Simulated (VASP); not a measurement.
# Si (Fd-3m) in VASP: relaxation of cell and atoms with PBE

Aim: the relaxation of cell and atoms of Si with PBE.

Everything below comes from runs of VASP 6.6.1. Logs are shortened: lines on timing, memory, paths and dates and some standing lists are left out, and cuts for length are marked.

**1. The cell of the first run**

It takes space group Fd-3m (No. 227, cubic). The conventional cell has a = 4.888 Å, b = 4.888 Å, c = 4.888 Å, α = 90.00°, β = 90.00°, γ = 90.00°. Within 2.8 Å of Si (site symmetry -43m) lie 4 Si at 2.12 Å.

**2. Relaxation of cell and atoms, PBE**

Contents of INCAR:

```
SYSTEM = Si
PREC = Accurate
ENCUT = 600
EDIFF = 1E-7
ISMEAR = -1
SIGMA = 0.02
LREAL = Auto
LASPH = .TRUE.
NELM = 60
ALGO = Normal
ISIF = 3
LWAVE = .FALSE.
LCHARG = .FALSE.
GGA = PE
IBRION = 2
NSW = 40
EDIFFG = -0.01
```

Contents of KPOINTS:

```
Automatic mesh
0
G
  1 1 1
  0 0 0
```

Contents of POSCAR:

```
Si
1.0
    9.7758000000      0.0000000000      0.0000000000
    0.0000000000      9.7758000000      0.0000000000
    0.0000000000      0.0000000000      9.7758000000
Si
64
Direct
    0.0000000000      0.0000000000      0.0000000000
    0.0000000000      0.2500000000      0.2500000000
    0.2500000000      0.0000000000      0.2500000000
    0.2500000000      0.2500000000      0.0000000000
    0.1250000000      0.1250000000      0.1250000000
    0.1250000000      0.3750000000      0.3750000000
    0.3750000000      0.1250000000      0.3750000000
    0.3750000000      0.3750000000      0.1250000000
    0.0000000000      0.0000000000      0.5000000000
    0.0000000000      0.2500000000      0.7500000000
    0.2500000000      0.0000000000      0.7500000000
    0.2500000000      0.2500000000      0.5000000000
    0.1250000000      0.1250000000      0.6250000000
    0.1250000000      0.3750000000      0.8750000000
    0.3750000000      0.1250000000      0.8750000000
    0.3750000000      0.3750000000      0.6250000000
    0.0000000000      0.5000000000      0.0000000000
    0.0000000000      0.7500000000      0.2500000000
    0.2500000000      0.5000000000      0.2500000000
    0.2500000000      0.7500000000      0.0000000000
    0.1250000000      0.6250000000      0.1250000000
    0.1250000000      0.8750000000      0.3750000000
    0.3750000000      0.6250000000      0.3750000000
    0.3750000000      0.8750000000      0.1250000000
    0.0000000000      0.5000000000      0.5000000000
    0.0000000000      0.7500000000      0.7500000000
    0.2500000000      0.5000000000      0.7500000000
    0.2500000000      0.7500000000      0.5000000000
    0.1250000000      0.6250000000      0.6250000000
    0.1250000000      0.8750000000      0.8750000000
    0.3750000000      0.6250000000      0.8750000000
    0.3750000000      0.8750000000      0.6250000000
    0.5000000000      0.0000000000      0.0000000000
    0.5000000000      0.2500000000      0.2500000000
    0.7500000000      0.0000000000      0.2500000000
    0.7500000000      0.2500000000      0.0000000000
    0.6250000000      0.1250000000      0.1250000000
    0.6250000000      0.3750000000      0.3750000000
    0.8750000000      0.1250000000      0.3750000000
    0.8750000000      0.3750000000      0.1250000000
    0.5000000000      0.0000000000      0.5000000000
    0.5000000000      0.2500000000      0.7500000000
    0.7500000000      0.0000000000      0.7500000000
    0.7500000000      0.2500000000      0.5000000000
    0.6250000000      0.1250000000      0.6250000000
    0.6250000000      0.3750000000      0.8750000000
    0.8750000000      0.1250000000      0.8750000000
    0.8750000000      0.3750000000      0.6250000000
    0.5000000000      0.5000000000      0.0000000000
    0.5000000000      0.7500000000      0.2500000000
    0.7500000000      0.5000000000      0.2500000000
    0.7500000000      0.7500000000      0.0000000000
    0.6250000000      0.6250000000      0.1250000000
    0.6250000000      0.8750000000      0.3750000000
    0.8750000000      0.6250000000      0.3750000000
    0.8750000000      0.8750000000      0.1250000000
    0.5000000000      0.5000000000      0.5000000000
    0.5000000000      0.7500000000      0.7500000000
    0.7500000000      0.5000000000      0.7500000000
    0.7500000000      0.7500000000      0.5000000000
    0.6250000000      0.6250000000      0.6250000000
    0.6250000000      0.8750000000      0.8750000000
    0.8750000000      0.6250000000      0.8750000000
    0.8750000000      0.8750000000      0.6250000000
```

Potentials or basis: VASP PAW PBE potentials, release 64 (Si).

Started as:

```console
$ cat potpaw_PBE.64/Si/POTCAR > POTCAR
$ mpirun -np 1 vasp_gam > vasp.out
```

OUTCAR:

```text
SYSTEM = Si
   PREC = Accurate
   ENCUT = 600
   EDIFF = 1E-7
   ISMEAR = -1
   LREAL = Auto
   LASPH = .TRUE.
   NELM = 60
   ISIF = 3
   GGA = PE
   IBRION = 2
   NSW = 40
   EDIFFG = -0.01

 ion  position               nearest neighbor table
   1  0.000  0.000  0.000-   5 2.12  30 2.12  47 2.12  56 2.12
   2  0.000  0.250  0.250-   5 2.12   6 2.12  39 2.12  40 2.12
   3  0.250  0.000  0.250-   5 2.12   7 2.12  22 2.12  24 2.12
   4  0.250  0.250  0.000-   5 2.12   8 2.12  14 2.12  15 2.12
   5  0.125  0.125  0.125-   1 2.12   2 2.12   3 2.12   4 2.12
   6  0.125  0.375  0.375-   2 2.12  12 2.12  19 2.12  25 2.12
[... 56 lines left out ...]
  63  0.875  0.625  0.875-  17 2.12  26 2.12  52 2.12  59 2.12
  64  0.875  0.875  0.625-   9 2.12  26 2.12  43 2.12  60 2.12

  LATTYP: Found a simple cubic cell.
 ALAT       =     9.7758000000

  Lattice vectors:

 A1 = (   9.7758000000,   0.0000000000,   0.0000000000)
 A2 = (   0.0000000000,   9.7758000000,   0.0000000000)
 A3 = (   0.0000000000,   0.0000000000,   9.7758000000)

Analysis of symmetry for initial positions (statically):
=====================================================================
 Subroutine PRICEL returns following result:

  LATTYP: Found a face centered cubic cell.
 ALAT       =     4.8879000000

  Lattice vectors:

 A1 = (   2.4439500000,  -2.4439500000,   0.0000000000)
 A2 = (   2.4439500000,   0.0000000000,   2.4439500000)
 A3 = (   0.0000000000,  -2.4439500000,   2.4439500000)

  32 primitive cells build up your supercell.

 Routine SETGRP: Setting up the symmetry group for a
 simple cubic supercell.

 Subroutine GETGRP returns: Found 48 space group operations
 (whereof 24 operations were pure point group operations)
 out of a pool of 48 trial point group operations.

The static configuration has the point symmetry T_d .
 The point group associated with its full space group is O_h .

Analysis of symmetry for dynamics (positions and initial velocities):
=====================================================================
 Subroutine PRICEL returns following result:

  LATTYP: Found a face centered cubic cell.
 ALAT       =     4.8879000000

  Lattice vectors:

 A1 = (   2.4439500000,  -2.4439500000,   0.0000000000)
 A2 = (   2.4439500000,   0.0000000000,   2.4439500000)
 A3 = (   0.0000000000,  -2.4439500000,   2.4439500000)

  32 primitive cells build up your supercell.

 Routine SETGRP: Setting up the symmetry group for a
 simple cubic supercell.

 Subroutine GETGRP returns: Found 48 space group operations
 (whereof 24 operations were pure point group operations)
 out of a pool of 48 trial point group operations.

The dynamic configuration has the point symmetry T_d .
 The point group associated with its full space group is O_h .

 Subroutine INISYM returns: Found 48 space group operations
 (whereof 24 operations are pure point group operations),
 and found    32 'primitive' translations

----------------------------------------------------------------------------------------

                                     Primitive cell

  volume of cell :      29.1949

  direct lattice vectors                    reciprocal lattice vectors
     2.443950000 -2.443950000  0.000000000     0.204586837 -0.204586837 -0.204586837
     2.443950000  0.000000000  2.443950000     0.204586837  0.204586837  0.204586837
     0.000000000 -2.443950000  2.443950000    -0.204586837 -0.204586837  0.204586837

  length of vectors
     3.456267236  3.456267236  3.456267236     0.354354796  0.354354796  0.354354796

  position of ions in fractional coordinates (direct lattice)
     0.000000000  0.000000000  0.000000000
     0.750000000  0.750000000  0.750000000

  ion indices of the primitive-cell ions
   primitive index   ion index
                 1           1
                 2           5

----------------------------------------------------------------------------------------

 KPOINTS: Automatic mesh

Automatic generation of k-mesh.
 Grid dimensions read from file:
 generate k-points for:    1    1    1

 Generating k-lattice:

  Cartesian coordinates                     Fractional coordinates (reciprocal lattice)
     0.102293418  0.000000000  0.000000000     1.000000000  0.000000000  0.000000000
     0.000000000  0.102293418  0.000000000     0.000000000  1.000000000  0.000000000
     0.000000000  0.000000000  0.102293418     0.000000000  0.000000000  1.000000000

  Length of vectors
     0.102293418  0.102293418  0.102293418

  Shift w.r.t. Gamma in fractional coordinates (k-lattice)
     0.000000000  0.000000000  0.000000000

 Subroutine IBZKPT returns following result:
 ===========================================

 Found      1 irreducible k-points:

 Following reciprocal coordinates:
            Coordinates               Weight
  0.000000  0.000000  0.000000      1.000000
   k-points           NKPTS =      1   k-points in BZ     NKDIM =      1   number of bands    NBANDS=    161
   number of dos      NEDOS =    301   number of ions     NIONS =     64
   total plane-waves  NPLWV = 512000
   dimension x,y,z NGX =    80 NGY =   80 NGZ =   80
   dimension x,y,z NGXF=   160 NGYF=  160 NGZF=  160
   ions per type =              64
   NGX,Y,Z   is equivalent  to a cutoff of  13.60, 13.60, 13.60 a.u.
   NGXF,Y,Z  is equivalent  to a cutoff of  27.21, 27.21, 27.21 a.u.
 SYSTEM =  Si
   PREC   = accura    normal or accurate (medium, high low for compatibility)
   ISTART =      0    job   : 0-new  1-cont  2-samecut
   ICHARG =      2    charge: 1-file 2-atom 10-const
   ISPIN  =      1    spin polarized calculation?
   LNONCOLLINEAR =      F non collinear calculations
   LSORBIT =      F    spin-orbit coupling
   LASPH  =      T    aspherical Exc in radial PAW
   ENCUT  =  600.0 eV  44.10 Ry    6.64 a.u.  19.52 19.52 19.52*2*pi/ulx,y,z
   NELM   =     60;   NELMIN=  2; NELMDL= -5     # of ELM steps
   EDIFF  = 0.1E-06   stopping-criterion for ELM
   LREAL  =      T    real-space projection
   EDIFFG = -.1E-01   stopping-criterion for IOM
   NSW    =     40    number of steps for IOM
   IBRION =      2    ionic relax: 0-MD 1-quasi-New 2-CG
   NFREE  =      1    steps in history (QN), initial steepest desc. (CG)
   ISIF   =      3    stress and relaxation
   ISYM   =      2    0-nonsym 1-usesym 2-fastsym
   POTIM  = 0.5000    time-step for ionic-motion
   TEBEG  =    0.0;   TEEND  =   0.0 temperature during run
   PSTRESS=    0.0 pullay stress
   NELECT =     256.0000    total number of electrons
   NUPDOWN=      -1.0000    fix difference up-down
   EMIN   =  10.00;   EMAX   =-10.00  energy-range for DOS
   EFERMI =   0.00;   METHOD = LEGACY
   ISMEAR =    -1;   SIGMA  =   0.02  broadening in eV -4-tet -1-fermi 0-gaus
   EFERMI_NEDOS =   21; number of points for ismear=-14 and -15
   IALGO  =     38    algorithm
   IMIX   =      4    mixing-type and parameters
     AMIX     =   0.40;   BMIX     =  1.00
     AMIX_MAG =   1.60;   BMIX_MAG =  1.00
  volume/ion in A,a.u.               =      14.60        98.51
  Fermi-wavevector in a.u.,A,eV,Ry     =   1.063333  2.009407 15.383787  1.130676
  Thomas-Fermi vector in A             =   2.198814
   LORBIT       =      0    0 simple, 1 ext, 2 COOP (PROOUT), +10 PAW based schemes
   GGA     = PE    functional components
   LHFCALC =     F    Hartree Fock is set to
   AEXX    =    0.0000 exact exchange contribution
   IVDW    =     0    specifies the selected vdW correction
   LEPSILON=     F    determine dielectric tensor
   LRPA    =     F    only Hartree local field effects (RPA)
 conjugate gradient relaxation of ions
 non-spin polarized calculation
  energy-cutoff  :      600.00
  volume of cell :      934.24
 maximum number of plane-waves:     15672
 NGX is ok and might be reduce to    80
   NGX = 39   NGY = 39   NGZ = 39

--------------------------------------- Ionic step        1  -------------------------------------------

 number of electron     255.9999974 magnetization

 Free energy of the ion-electron system (eV)
  ---------------------------------------------------
  ext. energy  EPLUGINS =         0.00000000
  ---------------------------------------------------
  free energy    TOTEN  =      -285.08743168 eV

  energy without entropy =     -284.91561647  energy(sigma->0) =     -285.00152407

 E-fermi :   9.3878     XC(G=0): -10.7145

 val. band max:        8.0207959410   @ k =   0.0000   0.0000   0.0000
 cond. band min:       9.3881348284   @ k =   0.0000   0.0000   0.0000
 fundamental gap:      1.3673388874
 Fermi energy:         9.3878233851

 k-point     1 :       0.0000    0.0000    0.0000
  band No.  band energies     occupation
      1      -4.9522      2.00000
      2      -3.5466      2.00000
      3      -3.5466      2.00000
      4      -3.5466      2.00000
      5      -3.5466      2.00000
      6      -3.5466      2.00000
[... 571 lines left out ...]
  FREE ENERGIE OF THE ION-ELECTRON SYSTEM (eV)
  ---------------------------------------------------
  free  energy   TOTEN  =      -340.4646713691 eV

  energy  without entropy=     -340.4646713406  energy(sigma->0) =     -340.46467135

[... ionic steps 4 to 17 ...]

--------------------------------------- Ionic step       18  -------------------------------------------

 number of electron     255.9999966 magnetization

------------------------ aborting loop because EDIFF is reached ----------------------------------------

  FORCE on cell =-STRESS in cart. coord.  units (eV):
  Direction    XX          YY          ZZ          XY          YZ          ZX
  --------------------------------------------------------------------------------------
  -------------------------------------------------------------------------------------
  Total        1.2639789      1.2639789      1.2639789     -0.0000000     -0.0000000      0.0000000
  in kB        1.5385903      1.5385903      1.5385903     -0.0000000     -0.0000000      0.0000000
  external PRESSURE =       1.5385903 kB  Pullay stress =       0.0000000 kB
[... 181 lines left out ...]
  energy  without entropy=     -340.5364850558  energy(sigma->0) =     -340.53648508

--------------------------------------- Ionic step       20  -------------------------------------------

 number of electron     255.9999964 magnetization

 Free energy of the ion-electron system (eV)
  ---------------------------------------------------
  ext. energy  EPLUGINS =         0.00000000
  ---------------------------------------------------
  free energy    TOTEN  =      -340.53695991 eV

  energy without entropy =     -340.53695985  energy(sigma->0) =     -340.53695988

 E-fermi :   5.9633     XC(G=0):  -9.2703

 val. band max:        5.5982826450   @ k =   0.0000   0.0000   0.0000
 cond. band min:       6.3421751352   @ k =   0.0000   0.0000   0.0000
 fundamental gap:      0.7438924902
 Fermi energy:         5.9633083979

 k-point     1 :       0.0000    0.0000    0.0000
  band No.  band energies     occupation
      1      -6.1798      2.00000
      2      -5.1227      2.00000
      3      -5.1227      2.00000
      4      -5.1227      2.00000
      5      -5.1227      2.00000
      6      -5.1227      2.00000
[... 224 lines left out ...]
  FREE ENERGIE OF THE ION-ELECTRON SYSTEM (eV)
  ---------------------------------------------------
  free  energy   TOTEN  =      -340.5369599095 eV

  energy  without entropy=     -340.5369598538  energy(sigma->0) =     -340.53695988

 reached required accuracy - stopping structural energy minimisation
```

Wall time 18 min (1 thread of AMD EPYC 9R45 (Zen 5), shared host); peak memory 1 GiB.

What came out:

```yaml
Free_energy: -340.5370 eV
Relaxed_volume: 20.59 Å³/atom
Relaxed_cell: a = 10.963 Å, b = 10.963 Å, c = 10.963 Å, α = 90.00°, β = 90.00°, γ = 90.00°
Space_group_after_relaxing_to_0.1_Å: Fd-3m (No. 227)
Energy_gained_by_relaxing: 866.4 meV/atom
Ionic_steps: 20
Pressure_after_relaxing: 0.1 GPa
Band_gap_on_the_k_mesh: 0.74 eV
```

The path:
```csv
step,energy change (eV),largest force (eV/Å),pressure (GPa),volume (Å³)
1,0.0000,0.0000,59.28,934.24
2,-22.2207,0.0000,-12.82,1871.33
3,-55.3772,0.0000,-1.21,1337.22
4,-55.4413,0.0000,-0.43,1324.42
5,-55.4482,0.0000,0.19,1315.71
6,-55.4482,0.0000,0.19,1315.73
7,-55.4482,0.0000,0.18,1315.79
8,-55.4482,0.0000,0.18,1315.79
9,-55.4482,0.0000,0.18,1315.79
10,-55.4482,0.0000,0.18,1315.79
11,-55.4482,0.0000,0.18,1315.79
12,-55.4483,0.0000,0.18,1315.79
13,-55.4483,0.0000,0.18,1315.80
14,-55.4483,0.0000,0.18,1315.81
15,-55.4483,0.0000,0.18,1315.84
16,-55.4484,0.0000,0.18,1315.89
17,-55.4485,0.0000,0.17,1316.00
18,-55.4487,0.0000,0.15,1316.22
19,-55.4491,0.0000,0.12,1316.65
20,-55.4495,0.0000,0.06,1317.51
```

Final structure:
```xyz
64
Lattice="10.9627 0.0000 0.0000 0.0000 10.9627 0.0000 0.0000 0.0000 10.9627" Properties=species:S:1:pos:R:3 pbc="T T T"
Si   10.9627    0.0000    0.0000
Si    0.0000    2.7407    2.7407
Si    2.7407    0.0000    2.7407
Si    2.7407    2.7407    0.0000
Si    1.3703    1.3703    1.3703
Si    1.3703    4.1110    4.1110
Si    4.1110    1.3703    4.1110
Si    4.1110    4.1110    1.3703
Si    0.0000    0.0000    5.4814
Si    0.0000    2.7407    8.2220
Si    2.7407    0.0000    8.2220
Si    2.7407    2.7407    5.4814
Si    1.3703    1.3703    6.8517
Si    1.3703    4.1110    9.5924
Si    4.1110    1.3703    9.5924
Si    4.1110    4.1110    6.8517
Si    0.0000    5.4814   10.9627
Si    0.0000    8.2220    2.7407
Si    2.7407    5.4814    2.7407
Si    2.7407    8.2220    0.0000
Si    1.3703    6.8517    1.3703
Si    1.3703    9.5924    4.1110
Si    4.1110    6.8517    4.1110
Si    4.1110    9.5924    1.3703
Si    0.0000    5.4814    5.4814
Si    0.0000    8.2220    8.2220
Si    2.7407    5.4814    8.2220
Si    2.7407    8.2220    5.4814
Si    1.3703    6.8517    6.8517
Si    1.3703    9.5924    9.5924
Si    4.1110    6.8517    9.5924
Si    4.1110    9.5924    6.8517
Si    5.4814    0.0000    0.0000
Si    5.4814    2.7407    2.7407
Si    8.2220    0.0000    2.7407
Si    8.2220    2.7407    0.0000
Si    6.8517    1.3703    1.3703
Si    6.8517    4.1110    4.1110
Si    9.5924    1.3703    4.1110
Si    9.5924    4.1110    1.3703
Si    5.4814    0.0000    5.4814
Si    5.4814    2.7407    8.2220
Si    8.2220   10.9627    8.2220
Si    8.2220    2.7407    5.4814
Si    6.8517    1.3703    6.8517
Si    6.8517    4.1110    9.5924
Si    9.5924    1.3703    9.5924
Si    9.5924    4.1110    6.8517
Si    5.4814    5.4814    0.0000
Si    5.4814    8.2220    2.7407
Si    8.2220    5.4814    2.7407
Si    8.2220    8.2220    0.0000
Si    6.8517    6.8517    1.3703
Si    6.8517    9.5924    4.1110
Si    9.5924    6.8517    4.1110
Si    9.5924    9.5924    1.3703
Si    5.4814    5.4814    5.4814
Si    5.4814    8.2220    8.2220
Si    8.2220    5.4814    8.2220
Si    8.2220    8.2220    5.4814
Si    6.8517    6.8517    6.8517
Si    6.8517    9.5924    9.5924
Si    9.5924    6.8517    9.5924
Si    9.5924    9.5924    6.8517
```

Caveat: the k points lie up to 0.57 Å⁻¹ apart in the final cell; the volume moved by over 15 % at a fixed basis, so the end points are rough; an odd mesh through Γ misses points on the zone boundary, where band edges can lie.
